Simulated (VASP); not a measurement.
# AgCl: single point with r2SCAN+rVV10

Crystal: AgCl.

```
Ag Cl
1.0
     1.84632   -5.43484    0.00000
     1.84632    5.43484    0.00000
     0.00000    0.00000    3.94932
Ag Cl
2 2
Direct
  0.39748 0.60252 0.75000
  0.60252 0.39748 0.25000
  0.86529 0.13471 0.25000
  0.13471 0.86529 0.75000
```

```
Program                : VASP 6.6.1
Task                   : single point
Functional             : r2SCAN
Dispersion             : rVV10
Potentials or basis    : VASP PAW PBE potentials, release 64 (Ag, Cl)
Cutoff                 : 520 eV
k mesh                 : 6 × 6 × 6
Occupations            : fermi-dirac, width 0.03 eV
Spin                   : no spin polarisation
Dipole correction      : no
Further INCAR settings : ALGO = Normal; EDIFF = 1e-06; NBANDS = 26
```

```yaml
Pressure: 0.1 GPa
Band_gap_on_the_k_mesh: 0.96 eV (least direct gap 2.44 eV)
```

Levels at points of the mesh, in eV from the valence-band top:
```csv
k point,band 14,band 15,band 16,band 17,band 18,band 19,band 20,band 21,band 22,band 23
"(0.00, 0.00, 0.00)",-2.30,-2.20,-1.94,-1.68,-1.48,0.96,3.62,8.56,8.72,10.53
"(0.50, 0.00, 0.00)",-1.91,-1.33,-1.04,-0.07,-0.01,3.57,5.72,6.21,7.53,7.86
"(0.50, 0.50, 0.00)",-2.46,-1.95,-1.71,-1.64,-1.46,2.60,4.35,7.07,8.71,9.21
"(0.00, 0.00, 0.50)",-2.35,-1.32,-1.32,-0.15,-0.15,4.93,4.93,7.36,7.36,8.89
"(0.50, 0.00, 0.50)",-2.16,-2.07,-2.07,-1.50,-1.50,3.36,3.36,7.98,7.98,9.69
"(0.50, 0.50, 0.50)",-1.89,-0.75,-0.75,-0.20,-0.20,4.19,4.19,7.54,7.54,8.96
```

Run time: 8.3 min on 1 thread of Intel(R) Xeon(R) Platinum 8259CL CPU @ 2.50GHz (Skylake/Cascade Lake), with other jobs on the host, peak memory 0.58 GiB.

Caveat: the PAW data sets were made with another functional, which shifts forces and pressure a little. A k mesh can miss the band edges.
